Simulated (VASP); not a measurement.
Here is a VASP 6.6.1 calculation.

File INCAR:

```
ALGO     = Normal         # electronic algorithm
EDIFF    = 1E-6           # SCF threshold, eV
ENCUT    = 520            # plane-wave cutoff, eV
GGA      = PE             # functional
ISIF     = 2              # what is computed and relaxed
ISMEAR   = 0              # smearing method
LASPH    = T              # aspherical terms in the spheres
LCHARG   = T              # write CHGCAR
LELF     = T              # ELF
LREAL    = F              # projectors in reciprocal space
LVHAR    = T            
LWAVE    = F              # write WAVECAR
NBANDS   = 17             # bands
NELM     = 100            # most SCF steps
PREC     = Accurate       # precision mode
SIGMA    = 0.01           # smearing width, eV
```

Contents of KPOINTS:

```
k-points
0
Gamma
  4 4 4
```

POSCAR

```
TePb
1.0
    0.0000000000      3.2678368488      3.1698017434
    3.2678368488      0.0000000000      3.1698017434
    3.2678368488      3.2678368488      0.0000000000
Pb Te
1 1
Direct
    0.0000000000      0.0000000000      0.0000000000
    0.5000000000      0.5000000000      0.5000000000
```

Potentials or basis: VASP PAW PBE potentials, release 64 (Pb_d, Te).

Command:

```bash
$ cat potpaw_PBE.64/Pb_d/POTCAR potpaw_PBE.64/Te/POTCAR > POTCAR
$ mpirun -np 1 vasp_std > vasp.out
```

Problem. What does it give for the pressure?

Solution. 2.1 GPa.

Problem. Predict the band gap on the k mesh.

Solution. 0.69 eV, direct.

Stress tensor (GPa, compression positive):
```
0.63 0.00 0.00
0.00 0.63 0.00
0.00 0.00 4.90
```

Caveat: the k points lie up to 0.42 Å⁻¹ apart; the cell differs from its parent crystal (uniaxial z strain -3.0%); spin-orbit coupling is left out, which moves the levels of the heavy elements. A k mesh can miss the band edges.
